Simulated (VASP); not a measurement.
A run of VASP 6.6.1:

The input INCAR:

```
SYSTEM = K2Nb2O
ALGO = Normal
EDIFF = 1E-6
EDIFFG = -0.04
ENCUT = 600
GGA = PE
IBRION = 2
ISIF = 3
ISMEAR = 0
LASPH = .True.
LCHARG = .False.
LREAL = .False.
LWAVE = .False.
NELM = 80
NSW = 90
PREC = Accurate
SIGMA = 0.1
```

The input KPOINTS:

```
k-points
0
Gamma
  6 6 2
  0 0 0
```

The input POSCAR:

```
K2Nb2O
1.0
    4.5219239100      0.0000000000      0.0000000000
   -2.2609619600      3.9161009800      0.0000000000
    0.0000000000      0.0000000000      7.9565783600
K Nb O
2 2 1
Direct
    0.0000000000      0.0000000000      0.6861934400
    0.0000000000      0.0000000000      0.3138065600
    0.3333333300      0.6666666700      0.0000000000
    0.6666666700      0.3333333300      0.0000000000
    0.0000000000      0.0000000000      0.0000000000
```

Potentials or basis: VASP PAW PBE potentials, release 64 (K_sv, Nb_sv, O).

Launch:

```console
$ cat potpaw_PBE.64/K_sv/POTCAR potpaw_PBE.64/Nb_sv/POTCAR potpaw_PBE.64/O/POTCAR > POTCAR
$ mpirun -np 1 vasp_std > vasp.out
```

Hardware: 1 thread of Intel(R) Xeon(R) 6975P-C (Granite Rapids) (shared host).

**Question.** How long does it take, and how much memory?

**Answer.** Run time: 5.8 min on 1 thread of Intel(R) Xeon(R) 6975P-C (Granite Rapids) (shared host), peak memory 0.32 GiB. Counts: scf iterations 151, k points 14, ion steps 14.
